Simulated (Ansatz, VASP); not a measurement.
**Te: VASP beside Ansatz**

```xyz
3
Lattice="4.2966 0.0000 0.0000 -2.1483 3.7210 0.0000 0.0000 0.0000 5.9041" Properties=species:S:1:pos:R:3 pbc="T T T"
Te   -0.9215    3.7210    1.9680
Te    3.6832    1.0625    3.9361
Te    1.5349    2.6585    5.9041
```

Alike in both runs: task single point; functional LDA; k mesh 4 × 4 × 3; occupations fermi-dirac, width 0.05 eV; no spin polarisation.

|  | VASP | Ansatz |
| --- | --- | --- |
| version | VASP 6.6.1 | Ansatz 0.2.0 |
| potentials or method | VASP PAW LDA potentials, release 64 (Te), cutoff 520 eV | plane waves (420 eV) with PAW, scalar-relativistic |
| valence electrons in the cell | 18 | 48 |

|  | VASP | Ansatz | Ansatz less VASP |
| --- | --- | --- | --- |
| pressure (GPa) | 0.2 | 0.1 | -0.12 |
| traceless stress, the component that is largest in VASP (GPa) | -0.09 | -0.15 | -0.059 |

Ansatz warns that its potentials were made for another functional, while VASP's fit it. LDA's correlation is that of Perdew and Zunger in VASP and of Perdew and Wang (1992) in Ansatz. VASP's potentials hold 18 valence electrons a cell and Ansatz's 48, so a difference there can come from the potentials and not from the codes.

The k mesh is coarse, so the values compare programs but aren't converged. Neither program's run includes spin-orbit coupling.
